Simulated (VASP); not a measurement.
Sn3Se, 4 atoms in the cell. It takes space group Fm-3m (No. 225, cubic). Conventional cell: a = 7.344 Å, b = 7.344 Å, c = 7.344 Å, α = 90.00°, β = 90.00°, γ = 90.00°. Sn (site symmetry -43m) has 10 Sn at 3.18 to 3.67 Å and 4 Se at 3.18 Å within 4.2 Å. Sn (site symmetry m-3m) has 8 Sn at 3.18 Å and 6 Se at 3.67 Å within 4.2 Å. Se (site symmetry m-3m) has 14 Sn at 3.18 to 3.67 Å within 4.2 Å. 

```yaml
Program: VASP 6.6.1
Task: single point
Functional: PBE
Dispersion: D3(BJ)
Potentials_or_basis: VASP PAW PBE potentials, release 64 (Sn_d, Se)
Cutoff: 500 eV
k_mesh: 8 × 8 × 8
Occupations: gaussian, width 0.15 eV
Spin: no spin polarisation
Dipole_correction: no
Further_INCAR_settings: ALGO = Normal; EDIFF = 1e-06; NBANDS = 32
```

Potentials or basis: VASP PAW PBE potentials, release 64 (Sn_d, Se).

Run with:

```bash
$ cat potpaw_PBE.64/Sn_d/POTCAR potpaw_PBE.64/Se/POTCAR > POTCAR
$ mpirun -np 1 vasp_std > vasp.out
```

Hardware: 1 thread of Intel Xeon 8259CL, with other jobs on the host.

**Question.** How long does it take, and how much memory?

**Answer.** Wall time 3.2 min on 1 thread of Intel Xeon 8259CL (shared host), peak memory 0.25 GiB. Counts: scf iterations 13, k points 29.
